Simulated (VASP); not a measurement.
# Al (Pm-3m) in VASP: further runs

Runs on Al. Level: PBE. Tasks: single point.

Program: VASP 6.6.1. These are calculated values, not measurements. Logs are shortened: lines on timing, memory, paths and dates and some standing lists are left out, and cuts for length are marked.

### Step 1. The cell of the first run

It takes space group Pm-3m (No. 221, cubic). The conventional cell has a = 2.685 Å, b = 2.685 Å, c = 2.685 Å, α = 90.00°, β = 90.00°, γ = 90.00°. Al (site symmetry m-3m) has 6 Al at 2.69 Å within 3.5 Å.

### Step 2. Single point, PBE

The input, INCAR:

```
PREC     = Accurate       # precision mode
ENCUT    = 500            # plane-wave cutoff, eV
EDIFF    = 1E-6           # SCF threshold, eV
ISMEAR   = -1             # smearing method
SIGMA    = 0.06122561905347299 # smearing width, eV
LREAL    = F              # projectors in reciprocal space
LASPH    = T              # aspherical terms in the spheres
NELM     = 120            # most SCF steps
ALGO     = Normal         # electronic algorithm
ISIF     = 2              # what is computed and relaxed
LWAVE    = F              # write WAVECAR
LCHARG   = T              # write CHGCAR
GGA      = PE             # functional
LELF     = T              # ELF
LVHAR    = T            
NBANDS   = 8              # bands
GGA_COMPAT= F
```

The input, KPOINTS:

```
regular mesh
0
Gamma
  40 40 40
```

The input, POSCAR:

```
Al
1.0
    2.6853337011      0.0000000000      0.0000000000
    0.0000000000      2.6853337011      0.0000000000
    0.0000000000      0.0000000000      2.6853337011
Al
1
Direct
    0.0000000000      0.0000000000      0.0000000000
```

Potentials or basis: VASP PAW PBE potentials, release 64 (Al).

Command:

```bash
cat potpaw_PBE.64/Al/POTCAR > POTCAR
mpirun -np 1 vasp_std > vasp.out
```

OUTCAR:

```text
PREC = Accurate
   ENCUT = 500
   EDIFF = 1E-6
   ISMEAR = -1
   LREAL = F
   LASPH = T
   NELM = 120
   ISIF = 2
   GGA = PE

 ion  position               nearest neighbor table
   1  0.000  0.000  0.000-

  LATTYP: Found a simple cubic cell.
 ALAT       =     2.6853337011

  Lattice vectors:

 A1 = (   2.6853337011,   0.0000000000,   0.0000000000)
 A2 = (   0.0000000000,   2.6853337011,   0.0000000000)
 A3 = (   0.0000000000,   0.0000000000,   2.6853337011)

Analysis of symmetry for initial positions (statically):
=====================================================================
 Subroutine PRICEL returns:
 Original cell was already a primitive cell.

 Routine SETGRP: Setting up the symmetry group for a
 simple cubic supercell.

 Subroutine GETGRP returns: Found 48 space group operations
 (whereof 48 operations were pure point group operations)
 out of a pool of 48 trial point group operations.

The static configuration has the point symmetry O_h .

Analysis of symmetry for dynamics (positions and initial velocities):
=====================================================================
 Subroutine PRICEL returns:
 Original cell was already a primitive cell.

 Routine SETGRP: Setting up the symmetry group for a
 simple cubic supercell.

 Subroutine GETGRP returns: Found 48 space group operations
 (whereof 48 operations were pure point group operations)
 out of a pool of 48 trial point group operations.

The dynamic configuration has the point symmetry O_h .

 Subroutine INISYM returns: Found 48 space group operations
 (whereof 48 operations are pure point group operations),
 and found     1 'primitive' translations

----------------------------------------------------------------------------------------

                                     Primitive cell

  volume of cell :      19.3640

  direct lattice vectors                    reciprocal lattice vectors
     2.685333701  0.000000000  0.000000000     0.372393196  0.000000000  0.000000000
     0.000000000  2.685333701  0.000000000     0.000000000  0.372393196  0.000000000
     0.000000000  0.000000000  2.685333701     0.000000000  0.000000000  0.372393196

  length of vectors
     2.685333701  2.685333701  2.685333701     0.372393196  0.372393196  0.372393196

  position of ions in fractional coordinates (direct lattice)
     0.000000000  0.000000000  0.000000000

  ion indices of the primitive-cell ions
   primitive index   ion index
                 1           1

----------------------------------------------------------------------------------------
[... 75 lines left out ...]
   NFREE  =      0    steps in history (QN), initial steepest desc. (CG)
   ISIF   =      2    stress and relaxation
   ISYM   =      2    0-nonsym 1-usesym 2-fastsym
   POTIM  = 0.5000    time-step for ionic-motion
   TEBEG  =    0.0;   TEEND  =   0.0 temperature during run
   PSTRESS=    0.0 pullay stress
   NELECT =       3.0000    total number of electrons
   NUPDOWN=      -1.0000    fix difference up-down
   EMIN   =  10.00;   EMAX   =-10.00  energy-range for DOS
   EFERMI =   0.00;   METHOD = LEGACY
   ISMEAR =    -1;   SIGMA  =   0.06  broadening in eV -4-tet -1-fermi 0-gaus
   EFERMI_NEDOS =   21; number of points for ismear=-14 and -15
   IALGO  =     38    algorithm
   IMIX   =      4    mixing-type and parameters
     AMIX     =   0.40;   BMIX     =  1.00
     AMIX_MAG =   1.60;   BMIX_MAG =  1.00
  volume/ion in A,a.u.               =      19.36       130.67
  Fermi-wavevector in a.u.,A,eV,Ry     =   0.879259  1.661559 10.518623  0.773097
  Thomas-Fermi vector in A             =   1.999458
   LORBIT       =      0    0 simple, 1 ext, 2 COOP (PROOUT), +10 PAW based schemes
   GGA     = PE    functional components
   LHFCALC =     F    Hartree Fock is set to
   AEXX    =    0.0000 exact exchange contribution
   IVDW    =     0    specifies the selected vdW correction
   LEPSILON=     F    determine dielectric tensor
   LRPA    =     F    only Hartree local field effects (RPA)
 non-spin polarized calculation
  energy-cutoff  :      500.00
  volume of cell :       19.36
 maximum number of plane-waves:       512
 NGX is ok and might be reduce to    20
   NGX =  9   NGY =  9   NGZ =  9

 number of electron       3.0000000 magnetization

 Free energy of the ion-electron system (eV)
  ---------------------------------------------------
  ext. energy  EPLUGINS =         0.00000000
  ---------------------------------------------------
  free energy    TOTEN  =        -3.37158258 eV

  energy without entropy =       -3.36536372  energy(sigma->0) =       -3.36847315

 E-fermi :   5.9964     XC(G=0):  -9.5640

 val. band max:        5.9930751071   @ k =   0.4500   0.3250   0.3000
 cond. band min:       5.9965446717   @ k =   0.4000   0.4000   0.1000
 fundamental gap:      0.0034695646
 Fermi energy:         5.9964265557

 k-point     1 :       0.0000    0.0000    0.0000
  band No.  band energies     occupation
      1      -3.7759      2.00000
      2      14.0982      0.00000
      3      14.0982      0.00000
      4      15.4367      0.00000
      5      15.4367      0.00000
      6      15.4367      0.00000
      7      21.8894      0.00000
      8      30.5252      0.00000
[... 243 lines left out ...]
 k-point    24 :       0.0750    0.0250    0.0000
  band No.  band energies     occupation
      1      -3.6490      2.00000
      2      12.3773      0.00000
      3      13.9310      0.00000
      4      15.5431      0.00000
      5      15.7004      0.00000
      6      17.0334      0.00000
      7      22.4107      0.00000
      8      29.4674      0.00000

 [... further k-points ...]

------------------------ aborting loop because EDIFF is reached ----------------------------------------

  FORCE on cell =-STRESS in cart. coord.  units (eV):
  Direction    XX          YY          ZZ          XY          YZ          ZX
  --------------------------------------------------------------------------------------
  -------------------------------------------------------------------------------------
  Total        0.3017920      0.3017920      0.3017920      0.0000000      0.0000000      0.0000000
  in kB       24.9702897     24.9702897     24.9702897      0.0000000      0.0000000      0.0000000
  external PRESSURE =      24.9702897 kB  Pullay stress =       0.0000000 kB

 VOLUME and BASIS-vectors are now :
 -----------------------------------------------------------------------------
  energy-cutoff  :      500.00
  volume of cell :       19.36
      direct lattice vectors                 reciprocal lattice vectors
     2.685333701  0.000000000  0.000000000     0.372393196  0.000000000  0.000000000
     0.000000000  2.685333701  0.000000000     0.000000000  0.372393196  0.000000000
     0.000000000  0.000000000  2.685333701     0.000000000  0.000000000  0.372393196

 POSITION                                       TOTAL-FORCE (eV/Angst)
 -----------------------------------------------------------------------------------
      0.00000      0.00000      0.00000         0.000000      0.000000      0.000000
 -----------------------------------------------------------------------------------
    total drift:                                0.000000      0.000000      0.000000

  FREE ENERGIE OF THE ION-ELECTRON SYSTEM (eV)
  ---------------------------------------------------
  free  energy   TOTEN  =        -3.3715825831 eV

  energy  without entropy=       -3.3653637235  energy(sigma->0) =       -3.36847315
```

OSZICAR:

```text
N       E                     dE             d eps       ncg     rms          rms(c)
DAV:   1    -0.206253838383E+01   -0.20625E+01   -0.79209E+02 28624   0.192E+02
DAV:   2    -0.337026032129E+01   -0.13077E+01   -0.12524E+01 37568   0.173E+01
DAV:   3    -0.337862995090E+01   -0.83696E-02   -0.83624E-02 35392   0.152E+00
DAV:   4    -0.337866295485E+01   -0.33004E-04   -0.33003E-04 40976   0.857E-02
DAV:   5    -0.337866317746E+01   -0.22261E-06   -0.22307E-06 36248   0.458E-03    0.106E+00
DAV:   6    -0.337444612108E+01    0.42171E-02   -0.19167E-03 35320   0.169E-01    0.619E-01
DAV:   7    -0.337157194385E+01    0.28742E-02   -0.49592E-03 34656   0.265E-01    0.990E-02
DAV:   8    -0.337158298252E+01   -0.11039E-04   -0.37810E-05 40664   0.398E-02    0.124E-02
DAV:   9    -0.337158258312E+01    0.39940E-06   -0.71716E-07 35304   0.347E-03
   1 F= -.33715826E+01 E0= -.33684732E+01  d E =-.621886E-02
```

stdout:

```text
POSCAR found type information on POSCAR Al
 POSCAR found :  1 types and       1 ions
 scaLAPACK will be used
 LDA part: xc-table for (Slater+PW92), standard interpolation
 POSCAR, INCAR and KPOINTS ok, starting setup
 FFT: planning ... GRIDC
 FFT: planning ... GRID_SOFT
 FFT: planning ... GRID
 WAVECAR not read
 entering main loop
```

Wall time 47 s (1 thread of Intel Xeon 6975P-C (Granite Rapids), shared host); peak memory 0.3 GiB.

Results:

* Free energy: -3.3716 eV
* Pressure: 2.5 GPa

Levels at points of the mesh, in eV from the Fermi level:
```csv
k point,band 1,band 2,band 3,band 4,band 5,band 6,band 7
"(0.00, 0.00, 0.00)",-9.77,8.10,8.10,9.44,9.44,9.44,15.89
"(0.50, 0.00, 0.00)",-5.25,-4.23,10.74,13.13,13.13,14.48,14.48
"(0.50, 0.50, 0.00)",-0.55,-0.55,-0.13,2.13,16.90,17.15,17.15
"(0.50, 0.50, 0.50)",3.00,3.00,3.00,5.62,5.62,5.62,7.47
```

### Step 3. Single point, PBE

This run uses another cell than the first one, of 19.77 Å³/atom, 1.021 times its volume.

The input, INCAR:

```
SYSTEM = Al
PREC = Accurate
ENCUT = 500
EDIFF = 1E-6
ISMEAR = -1
SIGMA = 0.06122561905347299
LREAL = .False.
LASPH = .True.
NELM = 120
ALGO = Normal
ISIF = 2
LWAVE = .False.
LCHARG = .False.
GGA = PE
NBANDS = 8
GGA_COMPAT = .False.
```

The input, KPOINTS:

```
regular mesh
0
Gamma
  40 40 40
  0 0 0
```

The input, POSCAR:

```
Al
1.0
    2.7038538291      0.0000000000      0.0000000000
    0.0000000000      2.7038538291      0.0000000000
    0.0000000000      0.0000000000      2.7038538291
Al
1
Direct
    0.0000000000      0.0000000000      0.0000000000
```

Potentials or basis: VASP PAW PBE potentials, release 64 (Al).

Command:

```bash
cat potpaw_PBE.64/Al/POTCAR > POTCAR
mpirun -np 1 vasp_std > vasp.out
```

OUTCAR:

```text
SYSTEM = Al
   PREC = Accurate
   ENCUT = 500
   EDIFF = 1E-6
   ISMEAR = -1
   LREAL = .False.
   LASPH = .True.
   NELM = 120
   ISIF = 2
   GGA = PE

 ion  position               nearest neighbor table
   1  0.000  0.000  0.000-

  LATTYP: Found a simple cubic cell.
 ALAT       =     2.7038538291

  Lattice vectors:

 A1 = (   2.7038538291,   0.0000000000,   0.0000000000)
 A2 = (   0.0000000000,   2.7038538291,   0.0000000000)
 A3 = (   0.0000000000,   0.0000000000,   2.7038538291)

Analysis of symmetry for initial positions (statically):
=====================================================================
 Subroutine PRICEL returns:
 Original cell was already a primitive cell.

 Routine SETGRP: Setting up the symmetry group for a
 simple cubic supercell.

 Subroutine GETGRP returns: Found 48 space group operations
 (whereof 48 operations were pure point group operations)
 out of a pool of 48 trial point group operations.

The static configuration has the point symmetry O_h .

Analysis of symmetry for dynamics (positions and initial velocities):
=====================================================================
 Subroutine PRICEL returns:
 Original cell was already a primitive cell.

 Routine SETGRP: Setting up the symmetry group for a
 simple cubic supercell.

 Subroutine GETGRP returns: Found 48 space group operations
 (whereof 48 operations were pure point group operations)
 out of a pool of 48 trial point group operations.

The dynamic configuration has the point symmetry O_h .

 Subroutine INISYM returns: Found 48 space group operations
 (whereof 48 operations are pure point group operations),
 and found     1 'primitive' translations

----------------------------------------------------------------------------------------
[... 109 lines left out ...]
   IMIX   =      4    mixing-type and parameters
     AMIX     =   0.40;   BMIX     =  1.00
     AMIX_MAG =   1.60;   BMIX_MAG =  1.00
  volume/ion in A,a.u.               =      19.77       133.40
  Fermi-wavevector in a.u.,A,eV,Ry     =   0.873237  1.650178 10.375021  0.762543
  Thomas-Fermi vector in A             =   1.992599
   LORBIT       =      0    0 simple, 1 ext, 2 COOP (PROOUT), +10 PAW based schemes
   GGA     = PE    functional components
   LHFCALC =     F    Hartree Fock is set to
   AEXX    =    0.0000 exact exchange contribution
   IVDW    =     0    specifies the selected vdW correction
   LEPSILON=     F    determine dielectric tensor
   LRPA    =     F    only Hartree local field effects (RPA)
 non-spin polarized calculation
  energy-cutoff  :      500.00
  volume of cell :       19.77
 maximum number of plane-waves:       520
 NGX is ok and might be reduce to    20
   NGX =  9   NGY =  9   NGZ =  9

 number of electron       3.0000000 magnetization

 Free energy of the ion-electron system (eV)
  ---------------------------------------------------
  ext. energy  EPLUGINS =         0.00000000
  ---------------------------------------------------
  free energy    TOTEN  =        -3.37616144 eV

  energy without entropy =       -3.36985968  energy(sigma->0) =       -3.37301056

 E-fermi :   5.8124     XC(G=0):  -9.4916

 val. band max:        5.8100347243   @ k =   0.5000   0.4000   0.2750
 cond. band min:       5.8127909839   @ k =   0.4500   0.3250   0.3000
 fundamental gap:      0.0027562596
 Fermi energy:         5.8124272625

 k-point     1 :       0.0000    0.0000    0.0000
  band No.  band energies     occupation
      1      -3.8384      2.00000
      2      13.8640      0.00000
      3      13.8640      0.00000
      4      15.0967      0.00000
      5      15.0967      0.00000
      6      15.0967      0.00000
      7      21.4460      0.00000
      8      30.0448      0.00000
[... 243 lines left out ...]
 k-point    24 :       0.0750    0.0250    0.0000
  band No.  band energies     occupation
      1      -3.7133      2.00000
      2      12.1289      0.00000
      3      13.6843      0.00000
      4      15.2018      0.00000
      5      15.3721      0.00000
      6      16.7075      0.00000
      7      21.9622      0.00000
      8      29.0972      0.00000

 [... further k-points ...]

------------------------ aborting loop because EDIFF is reached ----------------------------------------

  FORCE on cell =-STRESS in cart. coord.  units (eV):
  Direction    XX          YY          ZZ          XY          YZ          ZX
  --------------------------------------------------------------------------------------
  -------------------------------------------------------------------------------------
  Total        0.1429639      0.1429639      0.1429639      0.0000000     -0.0000000     -0.0000000
  in kB       11.5874320     11.5874320     11.5874320      0.0000000     -0.0000000     -0.0000000
  external PRESSURE =      11.5874320 kB  Pullay stress =       0.0000000 kB

 VOLUME and BASIS-vectors are now :
 -----------------------------------------------------------------------------
  energy-cutoff  :      500.00
  volume of cell :       19.77
      direct lattice vectors                 reciprocal lattice vectors
     2.703853829  0.000000000  0.000000000     0.369842478  0.000000000  0.000000000
     0.000000000  2.703853829  0.000000000     0.000000000  0.369842478  0.000000000
     0.000000000  0.000000000  2.703853829     0.000000000  0.000000000  0.369842478

 POSITION                                       TOTAL-FORCE (eV/Angst)
 -----------------------------------------------------------------------------------
      0.00000      0.00000      0.00000         0.000000      0.000000      0.000000
 -----------------------------------------------------------------------------------
    total drift:                                0.000000      0.000000      0.000000

  FREE ENERGIE OF THE ION-ELECTRON SYSTEM (eV)
  ---------------------------------------------------
  free  energy   TOTEN  =        -3.3761614432 eV

  energy  without entropy=       -3.3698596790  energy(sigma->0) =       -3.37301056
```

stdout:

```text
POSCAR found type information on POSCAR Al
 POSCAR found :  1 types and       1 ions
 scaLAPACK will be used
 LDA part: xc-table for (Slater+PW92), standard interpolation
 POSCAR, INCAR and KPOINTS ok, starting setup
 FFT: planning ... GRIDC
 FFT: planning ... GRID_SOFT
 FFT: planning ... GRID
 WAVECAR not read
 entering main loop
```

Wall time 46 s (1 thread of Intel Xeon 6975P-C (Granite Rapids), shared host); peak memory 0.31 GiB.

Results:

| Quantity | Value |
| --- | --- |
| Free energy | -3.3762 eV |
| Pressure | 1.2 GPa |
